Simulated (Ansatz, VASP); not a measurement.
## CaSe: VASP beside Ansatz

File INCAR:

```
PREC     = Accurate       # precision mode
ENCUT    = 500            # plane-wave cutoff, eV
EDIFF    = 1E-6           # SCF threshold, eV
ISMEAR   = -1             # smearing method
SIGMA    = 0.02           # smearing width, eV
LREAL    = False          # projectors in reciprocal space
LASPH    = True           # aspherical terms in the spheres
NELM     = 120            # most SCF steps
ALGO     = Normal         # electronic algorithm
ISIF     = 2              # what is computed and relaxed
LWAVE    = False          # write WAVECAR
LCHARG   = False          # write CHGCAR
GGA      = PS             # functional
NBANDS   = 15             # bands
GGA_COMPAT= False
```

The input KPOINTS:

```
Automatic mesh
0
Gamma
  7 7 7
```

The input POSCAR:

```
CaSe
1.0
    0.0000000000      2.9560000000      2.9560000000
    2.9560000000      0.0000000000      2.9560000000
    2.9560000000      2.9560000000      0.0000000000
Ca Se
1 1
Direct
    0.0000000000      0.0000000000      0.0000000000
    0.5000000000      0.5000000000      0.5000000000
```

Input for Ansatz:

```yaml
crystal:
  lattice:
    - [0.0, 2.956, 2.956]
    - [2.956, 0.0, 2.956]
    - [2.956, 2.956, 0.0]
  atoms:
    - { symbol: Ca, position: [0.0, 0.0, 0.0] }
    - { symbol: Se, position: [0.5, 0.5, 0.5] }
kpoints:
  mp_grid: { grid: [7, 7, 7] }
  band_path:
    path:
      - [0.0, 0.0, 0.0]
      - [0.5, 0.0, 0.5]
      - [0.625, 0.25, 0.625]
      - [0.375, 0.375, 0.75]
      - [0.0, 0.0, 0.0]
      - [0.5, 0.5, 0.5]
      - [0.5, 0.25, 0.75]
      - [0.5, 0.0, 0.5]
    npoints: 5
scf:
  occupations: { method: fermi_dirac, width: 0.02 }
hamiltonian:
  xc: pbesol
  pseudopotentials: { kind: all_electron, lapw: { basis_error: 0.00025 } }
output:
  forces: true
  stress: true
  eigenvalues: true
```

Alike in both runs: task single point; functional PBEsol; k mesh 7 × 7 × 7; occupations fermi-dirac, width 0.02 eV; no spin polarisation.

```csv
,VASP,Ansatz
version,VASP 6.6.1,Ansatz 0.2.0
potentials or method,"VASP PAW PBE potentials, release 64 (Ca_sv, Se), cutoff 500 eV","all-electron LAPW, scalar-relativistic"
```

|  | VASP | Ansatz | Ansatz less VASP |
| --- | --- | --- | --- |
| gap on the k mesh at the Fermi level (eV) | 1.99 | 2.00 | +0.012 |
| pressure (GPa) | -0.9 | -1.1 | -0.19 |

VASP's potentials were made for PBE, not for PBEsol. Ansatz ran all-electron here, and VASP with PAW potentials.
